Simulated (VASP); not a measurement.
Write the native input for VASP 6.6.1 that does the following.

```
Task                   : single point
Functional             : r2SCAN
Potentials or basis    : VASP PAW PBE potentials, release 64 (B, N)
Cutoff                 : 520 eV
k mesh                 : 1 × 1 × 1, shifted
Occupations            : fermi-dirac, width 0.05 eV
Spin                   : no spin polarisation
Dipole correction      : no
Further INCAR settings : LREAL = Auto; ALGO = Normal; EDIFF = 1e-06; NBANDS = 166; ISYM = 0
```

Crystal: BN.

```
B N
1.0
     7.21159    0.00000    0.00000
     0.00000    7.21159    0.00000
     0.00000    0.00000    7.21159
B N
32 32
Direct
  0.00000 0.00000 0.00000
  0.00000 0.00000 0.50000
  0.00000 0.50000 0.00000
  0.00000 0.50000 0.50000
  0.50000 0.00000 0.00000
  0.50000 0.00000 0.50000
  0.50000 0.50000 0.00000
  0.50000 0.50000 0.50000
  0.25000 0.25000 0.00000
  0.25000 0.25000 0.50000
  0.25000 0.75000 0.00000
  0.25000 0.75000 0.50000
  0.75000 0.25000 0.00000
  0.75000 0.25000 0.50000
  0.75000 0.75000 0.00000
  0.75000 0.75000 0.50000
  0.25000 0.00000 0.25000
  0.25000 0.00000 0.75000
  0.25000 0.50000 0.25000
  0.25000 0.50000 0.75000
  0.75000 0.00000 0.25000
  0.75000 0.00000 0.75000
  0.75000 0.50000 0.25000
  0.75000 0.50000 0.75000
  0.00000 0.25000 0.25000
  0.00000 0.25000 0.75000
  0.00000 0.75000 0.25000
  0.00000 0.75000 0.75000
  0.50000 0.25000 0.25000
  0.50000 0.25000 0.75000
  0.50000 0.75000 0.25000
  0.50000 0.75000 0.75000
  0.12500 0.12500 0.12500
  0.12500 0.12500 0.62500
  0.12500 0.62500 0.12500
  0.12500 0.62500 0.62500
  0.62500 0.12500 0.12500
  0.62500 0.12500 0.62500
  0.62500 0.62500 0.12500
  0.62500 0.62500 0.62500
  0.37500 0.37500 0.12500
  0.37500 0.37500 0.62500
  0.37500 0.87500 0.12500
  0.37500 0.87500 0.62500
  0.87500 0.37500 0.12500
  0.87500 0.37500 0.62500
  0.87500 0.87500 0.12500
  0.87500 0.87500 0.62500
  0.37500 0.12500 0.37500
  0.37500 0.12500 0.87500
  0.37500 0.62500 0.37500
  0.37500 0.62500 0.87500
  0.87500 0.12500 0.37500
  0.87500 0.12500 0.87500
  0.87500 0.62500 0.37500
  0.87500 0.62500 0.87500
  0.12500 0.37500 0.37500
  0.12500 0.37500 0.87500
  0.12500 0.87500 0.37500
  0.12500 0.87500 0.87500
  0.62500 0.37500 0.37500
  0.62500 0.37500 0.87500
  0.62500 0.87500 0.37500
  0.62500 0.87500 0.87500
```

The input as run:

POSCAR

```
BN
1.0
    7.2115910000      0.0000000000      0.0000000000
    0.0000000000      7.2115910000      0.0000000000
    0.0000000000      0.0000000000      7.2115910000
B N
32 32
Direct
    0.0000000000      0.0000000000      0.0000000000
    0.0000000000      0.0000000000      0.5000000000
    0.0000000000      0.5000000000      0.0000000000
    0.0000000000      0.5000000000      0.5000000000
    0.5000000000      0.0000000000      0.0000000000
    0.5000000000      0.0000000000      0.5000000000
    0.5000000000      0.5000000000      0.0000000000
    0.5000000000      0.5000000000      0.5000000000
    0.2500000000      0.2500000000      0.0000000000
    0.2500000000      0.2500000000      0.5000000000
    0.2500000000      0.7500000000      0.0000000000
    0.2500000000      0.7500000000      0.5000000000
    0.7500000000      0.2500000000      0.0000000000
    0.7500000000      0.2500000000      0.5000000000
    0.7500000000      0.7500000000      0.0000000000
    0.7500000000      0.7500000000      0.5000000000
    0.2500000000      0.0000000000      0.2500000000
    0.2500000000      0.0000000000      0.7500000000
    0.2500000000      0.5000000000      0.2500000000
    0.2500000000      0.5000000000      0.7500000000
    0.7500000000      0.0000000000      0.2500000000
    0.7500000000      0.0000000000      0.7500000000
    0.7500000000      0.5000000000      0.2500000000
    0.7500000000      0.5000000000      0.7500000000
    0.0000000000      0.2500000000      0.2500000000
    0.0000000000      0.2500000000      0.7500000000
    0.0000000000      0.7500000000      0.2500000000
    0.0000000000      0.7500000000      0.7500000000
    0.5000000000      0.2500000000      0.2500000000
    0.5000000000      0.2500000000      0.7500000000
    0.5000000000      0.7500000000      0.2500000000
    0.5000000000      0.7500000000      0.7500000000
    0.1250000000      0.1250000000      0.1250000000
    0.1250000000      0.1250000000      0.6250000000
    0.1250000000      0.6250000000      0.1250000000
    0.1250000000      0.6250000000      0.6250000000
    0.6250000000      0.1250000000      0.1250000000
    0.6250000000      0.1250000000      0.6250000000
    0.6250000000      0.6250000000      0.1250000000
    0.6250000000      0.6250000000      0.6250000000
    0.3750000000      0.3750000000      0.1250000000
    0.3750000000      0.3750000000      0.6250000000
    0.3750000000      0.8750000000      0.1250000000
    0.3750000000      0.8750000000      0.6250000000
    0.8750000000      0.3750000000      0.1250000000
    0.8750000000      0.3750000000      0.6250000000
    0.8750000000      0.8750000000      0.1250000000
    0.8750000000      0.8750000000      0.6250000000
    0.3750000000      0.1250000000      0.3750000000
    0.3750000000      0.1250000000      0.8750000000
    0.3750000000      0.6250000000      0.3750000000
    0.3750000000      0.6250000000      0.8750000000
    0.8750000000      0.1250000000      0.3750000000
    0.8750000000      0.1250000000      0.8750000000
    0.8750000000      0.6250000000      0.3750000000
    0.8750000000      0.6250000000      0.8750000000
    0.1250000000      0.3750000000      0.3750000000
    0.1250000000      0.3750000000      0.8750000000
    0.1250000000      0.8750000000      0.3750000000
    0.1250000000      0.8750000000      0.8750000000
    0.6250000000      0.3750000000      0.3750000000
    0.6250000000      0.3750000000      0.8750000000
    0.6250000000      0.8750000000      0.3750000000
    0.6250000000      0.8750000000      0.8750000000
```

INCAR.step1

```
  ALGO = Normal
  EDIFF = 1E-4
  ENCUT = 520
  GGA = PE
  ISMEAR = -1
  ISYM = 0
  LASPH = T
  LCHARG = F
  LREAL = Auto
  LWAVE = T
  NBANDS = 166
  NELM = 60
  PREC = Accurate
  SIGMA = 0.05
```

INCAR.step2

```
  ALGO = Normal
  EDIFF = 1E-6
  ENCUT = 520
  ISIF = 2
  ISMEAR = -1
  ISTART = 1
  ISYM = 0
  LASPH = T
  LCHARG = F
  LMIXTAU = T
  LREAL = Auto
  LWAVE = F
  METAGGA = R2SCAN
  NBANDS = 166
  NELM = 60
  PREC = Accurate
  SIGMA = 0.05
```

KPOINTS

```
Automatic mesh
0
Gamma
  1 1 1
  0.25 0.25 0.25
```

Potentials or basis: VASP PAW PBE potentials, release 64 (B, N).

Command:

```console
$ cat potpaw_PBE.64/B/POTCAR potpaw_PBE.64/N/POTCAR > POTCAR
$ cp INCAR.step1 INCAR
$ mpirun -np 1 vasp_std > vasp.out
$ cp INCAR.step2 INCAR
$ mpirun -np 1 vasp_std > vasp.out
```

Results of the run:

| Item | Value |
| --- | --- |
| Pressure | 2.4 GPa |
| Band gap on the k mesh | 6.56 eV |

Caveat: the PAW data sets were made with another functional, which shifts forces and pressure a little; a shifted mesh leaves out Γ, where band edges can lie.

It took 10 min on 1 thread of AMD EPYC 9R45 96-Core Processor (Zen 5), with other jobs on the host, peak memory 0.49 GiB.
